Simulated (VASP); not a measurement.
# Ge (Pmmm) in VASP: further runs

The runs below take Ge through single point, relaxation of cell and atoms, with PBE.

All numbers are computed with VASP 6.6.1; they aren't measurements. Logs are shortened: lines on timing, memory, paths and dates and some standing lists are left out, and cuts for length are marked.

## Step 1: The cell of the first run

Symmetry: Pmmm, No. 47, orthorhombic system. Conventional cell: a = 2.545 Å, b = 4.280 Å, c = 5.189 Å, α = 90.00°, β = 90.00°, γ = 90.00°. Ge (site symmetry mm2) has 6 Ge at 2.52 to 2.66 Å within 3.3 Å. Ge (site symmetry mmm) has 6 Ge at 2.52 to 2.54 Å within 3.3 Å.

The cell was generated, and may not be a known phase.

## Step 2: Single point, PBE

Input file INCAR:

```
SYSTEM = Ge
ALGO     = Normal         ! electronic algorithm
EDIFF    = 1E-6           ! SCF threshold, eV
ENCUT    = 520            ! plane-wave cutoff, eV
GGA      = PE             ! functional
ISIF     = 2              ! what is computed and relaxed
ISMEAR   = 0              ! smearing method
LASPH    = .True.         ! aspherical terms in the spheres
LCHARG   = .False.        ! write CHGCAR
LREAL    = .False.        ! projectors in reciprocal space
LWAVE    = .False.        ! write WAVECAR
NBANDS   = 28             ! bands
NELM     = 80             ! most SCF steps
PREC     = Accurate       ! precision mode
SIGMA    = 0.1            ! smearing width, eV
```

Input file KPOINTS:

```
k-points
0
Gamma
  6 4 4
  0 0 0
```

Input file POSCAR:

```
Ge
1.0
    2.5447494100      0.0000000000      0.0000000000
    0.0000000000      4.2795485000      0.0000000000
    0.0000000000      0.0000000000      5.1890196900
Ge
3
Direct
    0.0000000000      0.0000000000      0.2558544800
    0.0000000000      0.0000000000      0.7441455200
    0.0000000000      0.5000000000      0.0000000000
```

Potentials or basis: VASP PAW PBE potentials, release 64 (Ge_d).

Run with:

```
cat potpaw_PBE.64/Ge_d/POTCAR > POTCAR
mpirun -np 1 vasp_std > vasp.out
```

OUTCAR:

```text
SYSTEM = Ge
   EDIFF = 1E-6
   ENCUT = 520
   GGA = PE
   ISIF = 2
   ISMEAR = 0
   LASPH = .True.
   LREAL = .False.
   NELM = 80
   PREC = Accurate

 ion  position               nearest neighbor table
   1  0.000  0.000  0.256-   3 2.52   3 2.52   2 2.53   2 2.66
   2  0.000  0.000  0.744-   3 2.52   3 2.52   1 2.53   1 2.66
   3  0.000  0.500  0.000-   1 2.52   2 2.52   1 2.52   2 2.52

  LATTYP: Found a simple orthorhombic cell.
 ALAT       =     2.5447494100
 B/A-ratio  =     1.6817170615
 C/A-ratio  =     2.0391083183

  Lattice vectors:

 A1 = (   2.5447494100,   0.0000000000,   0.0000000000)
 A2 = (   0.0000000000,   4.2795485000,   0.0000000000)
 A3 = (   0.0000000000,   0.0000000000,   5.1890196900)

Analysis of symmetry for initial positions (statically):
=====================================================================
 Subroutine PRICEL returns:
 Original cell was already a primitive cell.

 Routine SETGRP: Setting up the symmetry group for a
 simple orthorhombic supercell.

 Subroutine GETGRP returns: Found  8 space group operations
 (whereof  8 operations were pure point group operations)
 out of a pool of  8 trial point group operations.

The static configuration has the point symmetry D_2h.

Analysis of symmetry for dynamics (positions and initial velocities):
=====================================================================
 Subroutine PRICEL returns:
 Original cell was already a primitive cell.

 Routine SETGRP: Setting up the symmetry group for a
 simple orthorhombic supercell.

 Subroutine GETGRP returns: Found  8 space group operations
 (whereof  8 operations were pure point group operations)
 out of a pool of  8 trial point group operations.

The dynamic configuration has the point symmetry D_2h.

 Subroutine INISYM returns: Found  8 space group operations
 (whereof  8 operations are pure point group operations),
 and found     1 'primitive' translations

----------------------------------------------------------------------------------------

                                     Primitive cell

  volume of cell :      56.5104

  direct lattice vectors                    reciprocal lattice vectors
     2.544749410  0.000000000  0.000000000     0.392966001  0.000000000  0.000000000
     0.000000000  4.279548500  0.000000000     0.000000000  0.233669510  0.000000000
     0.000000000  0.000000000  5.189019690     0.000000000  0.000000000  0.192714628

  length of vectors
     2.544749410  4.279548500  5.189019690     0.392966001  0.233669510  0.192714628

  position of ions in fractional coordinates (direct lattice)
     0.000000000  0.000000000  0.255854480
     0.000000000  0.000000000  0.744145520
     0.000000000  0.500000000  0.000000000

  ion indices of the primitive-cell ions
   primitive index   ion index
                 1           1
                 2           2
                 3           3

----------------------------------------------------------------------------------------

 KPOINTS: k-points

Automatic generation of k-mesh.
 Grid dimensions read from file:
 generate k-points for:    6    4    4

 Generating k-lattice:

  Cartesian coordinates                     Fractional coordinates (reciprocal lattice)
     0.065494334  0.000000000  0.000000000     0.166666667  0.000000000  0.000000000
     0.000000000  0.058417377  0.000000000     0.000000000  0.250000000  0.000000000
     0.000000000  0.000000000  0.048178657     0.000000000  0.000000000  0.250000000

  Length of vectors
     0.065494334  0.058417377  0.048178657

  Shift w.r.t. Gamma in fractional coordinates (k-lattice)
     0.000000000  0.000000000  0.000000000

 Subroutine IBZKPT returns following result:
 ===========================================

 Found     36 irreducible k-points:

 Following reciprocal coordinates:
            Coordinates               Weight
  0.000000  0.000000  0.000000      1.000000
  0.166667  0.000000  0.000000      2.000000
  0.333333  0.000000  0.000000      2.000000
  0.500000  0.000000  0.000000      1.000000
  0.000000  0.250000  0.000000      2.000000
  0.166667  0.250000  0.000000      4.000000
[... 16 lines left out ...]
  0.333333  0.500000  0.250000      4.000000
  0.500000  0.500000  0.250000      2.000000
 [... further k-points ...]
   k-points           NKPTS =     36   k-points in BZ     NKDIM =     36   number of bands    NBANDS=     28
   number of dos      NEDOS =    301   number of ions     NIONS =      3
   total plane-waves  NPLWV =  25600
   dimension x,y,z NGX =    20 NGY =   32 NGZ =   40
   dimension x,y,z NGXF=    40 NGYF=   64 NGZF=   80
   ions per type =               3
   NGX,Y,Z   is equivalent  to a cutoff of  13.07, 12.43, 12.82 a.u.
   NGXF,Y,Z  is equivalent  to a cutoff of  26.13, 24.86, 25.63 a.u.
 SYSTEM =  Ge
   PREC   = accura    normal or accurate (medium, high low for compatibility)
   ISTART =      0    job   : 0-new  1-cont  2-samecut
   ICHARG =      2    charge: 1-file 2-atom 10-const
   ISPIN  =      1    spin polarized calculation?
   LNONCOLLINEAR =      F non collinear calculations
   LSORBIT =      F    spin-orbit coupling
   LASPH  =      T    aspherical Exc in radial PAW
   ENCUT  =  520.0 eV  38.22 Ry    6.18 a.u.   4.73  7.96  9.65*2*pi/ulx,y,z
   NELM   =     80;   NELMIN=  2; NELMDL= -5     # of ELM steps
   EDIFF  = 0.1E-05   stopping-criterion for ELM
   LREAL  =      F    real-space projection
   EDIFFG = 0.1E-04   stopping-criterion for IOM
   NSW    =      0    number of steps for IOM
   IBRION =     -1    ionic relax: 0-MD 1-quasi-New 2-CG
   NFREE  =      0    steps in history (QN), initial steepest desc. (CG)
   ISIF   =      2    stress and relaxation
   ISYM   =      2    0-nonsym 1-usesym 2-fastsym
   POTIM  = 0.5000    time-step for ionic-motion
   TEBEG  =    0.0;   TEEND  =   0.0 temperature during run
   PSTRESS=    0.0 pullay stress
   NELECT =      42.0000    total number of electrons
   NUPDOWN=      -1.0000    fix difference up-down
   EMIN   =  10.00;   EMAX   =-10.00  energy-range for DOS
   EFERMI =   0.00;   METHOD = LEGACY
   ISMEAR =     0;   SIGMA  =   0.10  broadening in eV -4-tet -1-fermi 0-gaus
   EFERMI_NEDOS =   21; number of points for ismear=-14 and -15
   IALGO  =     38    algorithm
   IMIX   =      4    mixing-type and parameters
     AMIX     =   0.40;   BMIX     =  1.00
     AMIX_MAG =   1.60;   BMIX_MAG =  1.00
  volume/ion in A,a.u.               =      18.84       127.12
  Fermi-wavevector in a.u.,A,eV,Ry     =   1.482911  2.802296 29.919563  2.199026
  Thomas-Fermi vector in A             =   2.596638
   LORBIT       =      0    0 simple, 1 ext, 2 COOP (PROOUT), +10 PAW based schemes
   GGA     = PE    functional components
   LHFCALC =     F    Hartree Fock is set to
   AEXX    =    0.0000 exact exchange contribution
   IVDW    =     0    specifies the selected vdW correction
   LEPSILON=     F    determine dielectric tensor
   LRPA    =     F    only Hartree local field effects (RPA)
 non-spin polarized calculation
 Gauss-broadening in eV      SIGMA  =   0.10
  energy-cutoff  :      520.00
  volume of cell :       56.51
 maximum number of plane-waves:      1545
 NGX is ok and might be reduce to    20
   NGX =  9   NGY = 15   NGZ = 19

 number of electron      41.9999958 magnetization

 Free energy of the ion-electron system (eV)
  ---------------------------------------------------
  ext. energy  EPLUGINS =         0.00000000
  ---------------------------------------------------
  free energy    TOTEN  =       -12.04109453 eV

  energy without entropy =      -12.03424061  energy(sigma->0) =      -12.03766757

 E-fermi :   6.5527     XC(G=0): -10.9256

 val. band max:        6.5523148120   @ k =   0.0000   0.5000   0.5000
 cond. band min:       6.6349488510   @ k =   0.3333   0.2500   0.2500
 fundamental gap:      0.0826340390
 Fermi energy:         6.5526944373

 k-point     1 :       0.0000    0.0000    0.0000
  band No.  band energies     occupation
      1     -18.4250      2.00000
      2     -18.2889      2.00000
      3     -18.2873      2.00000
      4     -18.2244      2.00000
      5     -18.2205      2.00000
      6     -18.1601      2.00000
[... 20 lines left out ...]
     27      17.6866      0.00000
     28      19.1942      0.00000

 k-point     2 :       0.1667    0.0000    0.0000
  band No.  band energies     occupation
      1     -18.3734      2.00000
      2     -18.2488      2.00000
      3     -18.2198      2.00000
      4     -18.2154      2.00000
      5     -18.2045      2.00000
      6     -18.1539      2.00000
[... 20 lines left out ...]
     27      14.7681      0.00000
     28      15.2554      0.00000

 k-point     3 :       0.3333    0.0000    0.0000
  band No.  band energies     occupation
      1     -18.3178      2.00000
      2     -18.2342      2.00000
      3     -18.2102      2.00000
      4     -18.2066      2.00000
      5     -18.1907      2.00000
      6     -18.1451      2.00000
[... 20 lines left out ...]
     27      13.6508      0.00000
     28      13.7670      0.00000

 k-point     4 :       0.5000    0.0000    0.0000
  band No.  band energies     occupation
      1     -18.3033      2.00000
      2     -18.2736      2.00000
      3     -18.2332      2.00000
      4     -18.2048      2.00000
      5     -18.1981      2.00000
      6     -18.1606      2.00000
[... 20 lines left out ...]
     27      12.1922      0.00000
     28      13.9442      0.00000

 k-point     5 :       0.0000    0.2500    0.0000
  band No.  band energies     occupation
      1     -18.4174      2.00000
      2     -18.3155      2.00000
      3     -18.3076      2.00000
      4     -18.2471      2.00000
      5     -18.1829      2.00000
      6     -18.1466      2.00000
[... 20 lines left out ...]
     27      17.7467      0.00000
     28      18.5023      0.00000

 k-point     6 :       0.1667    0.2500    0.0000
  band No.  band energies     occupation
      1     -18.3678      2.00000
      2     -18.2862      2.00000
      3     -18.2602      2.00000
      4     -18.2114      2.00000
      5     -18.1618      2.00000
      6     -18.1511      2.00000
[... 463 lines left out ...]
      5     -18.1577      2.00000
      6     -18.1386      2.00000
[... 20 lines left out ...]
     27      17.1174      0.00000
     28      17.6842      0.00000

 k-point    22 :       0.1667    0.5000    0.2500
  band No.  band energies     occupation
      1     -18.3149      2.00000
      2     -18.3126      2.00000
      3     -18.2814      2.00000
      4     -18.1951      2.00000
      5     -18.1508      2.00000
      6     -18.1235      2.00000
[... 20 lines left out ...]
     27      13.6824      0.00000
     28      14.7630      0.00000

 k-point    23 :       0.3333    0.5000    0.2500
  band No.  band energies     occupation
      1     -18.2858      2.00000
      2     -18.2678      2.00000
      3     -18.2333      2.00000
      4     -18.2099      2.00000
      5     -18.1606      2.00000
      6     -18.1418      2.00000
[... 20 lines left out ...]
     27      14.3624      0.00000
     28      14.6860      0.00000

 k-point    24 :       0.5000    0.5000    0.2500
  band No.  band energies     occupation
      1     -18.2759      2.00000
      2     -18.2736      2.00000
      3     -18.2578      2.00000
      4     -18.1971      2.00000
      5     -18.1905      2.00000
      6     -18.1751      2.00000
[... 20 lines left out ...]
     27      15.0854      0.00000
     28      15.1435      0.00000

 [... further k-points ...]

------------------------ aborting loop because EDIFF is reached ----------------------------------------

  FORCE on cell =-STRESS in cart. coord.  units (eV):
  Direction    XX          YY          ZZ          XY          YZ          ZX
  --------------------------------------------------------------------------------------
  -------------------------------------------------------------------------------------
  Total        6.8163500      5.6928228      4.8023353      0.0000000      0.0000000      0.0000000
  in kB      193.2565259    161.4023880    136.1553676      0.0000000      0.0000000      0.0000000
  external PRESSURE =     163.6047605 kB  Pullay stress =       0.0000000 kB

 VOLUME and BASIS-vectors are now :
 -----------------------------------------------------------------------------
  energy-cutoff  :      520.00
  volume of cell :       56.51
      direct lattice vectors                 reciprocal lattice vectors
     2.544749410  0.000000000  0.000000000     0.392966001  0.000000000  0.000000000
     0.000000000  4.279548500  0.000000000     0.000000000  0.233669510  0.000000000
     0.000000000  0.000000000  5.189019690     0.000000000  0.000000000  0.192714628

 POSITION                                       TOTAL-FORCE (eV/Angst)
 -----------------------------------------------------------------------------------
      0.00000      0.00000      1.32763         0.000000      0.000000      1.343069
      0.00000      0.00000      3.86139         0.000000      0.000000     -1.343069
      0.00000      2.13977      0.00000         0.000000      0.000000      0.000000
 -----------------------------------------------------------------------------------
    total drift:                                0.000000      0.000000     -0.000000

  FREE ENERGIE OF THE ION-ELECTRON SYSTEM (eV)
  ---------------------------------------------------
  free  energy   TOTEN  =       -12.0410945301 eV

  energy  without entropy=      -12.0342406055  energy(sigma->0) =      -12.03766757
```

It took 24 s on 1 thread of Intel Xeon 6975P-C (Granite Rapids), shared host; peak memory 0.18 GiB.

What came out:

```yaml
Free_energy: -12.0411 eV
Pressure: 16.4 GPa
Largest_force: 1.343 eV/Å
Band_gap_on_the_k_mesh: zero (bands 21 and 22 overlap by 3.30 eV)
```

Forces on the atoms (eV/Å):
```
Ge   0.000  0.000  1.343
Ge   0.000  0.000 -1.343
Ge   0.000  0.000  0.000
```

Stress tensor (GPa, compression positive):
```
19.33  0.00  0.00
 0.00 16.14  0.00
 0.00  0.00 13.62
```

Levels at points of the mesh, in eV from the Fermi level:
```
           k point  band 17  band 18  band 19  band 20  band 21  band 22  band 23  band 24  band 25  band 26
(0.00, 0.00, 0.00)    -8.63    -8.20    -5.29    -4.02     0.40     0.93     3.36     4.99     7.85     8.05
(0.50, 0.00, 0.00)    -6.62    -3.67    -3.52    -2.07    -1.73    -1.58     0.52     4.08     4.58     4.67
(0.00, 0.50, 0.00)   -11.30    -7.79    -6.11    -4.11    -0.68     4.82     6.07     8.21     8.38     9.17
(0.50, 0.50, 0.00)    -6.64    -5.33    -4.01    -2.45    -2.44    -1.76    -0.37     3.75     4.12     5.41
(0.00, 0.00, 0.50)   -11.35    -5.89    -4.87    -1.82    -1.52     0.42     1.50     7.65     8.45     9.03
(0.50, 0.00, 0.50)    -6.58    -6.01    -4.17    -1.34    -0.37    -0.22     1.84     2.30     4.69     5.12
(0.00, 0.50, 0.50)   -11.16   -10.84    -5.37     0.00     0.22     3.10     4.39     5.25     8.01     8.80
(0.50, 0.50, 0.50)    -6.47    -6.00    -4.17    -3.94    -3.87    -1.45     3.55     4.20     4.77     7.95
```

Caveat: the k points lie up to 0.41 Å⁻¹ apart, too coarse for converged energies and pressures of a metal; forces of over 1 eV/Å act on the atoms, so gaps and moduli don't describe the material at rest.

(Part 1 of 3 ends here.)

The gap in the log of VASP goes by the Fermi energy; the results here count the filled bands.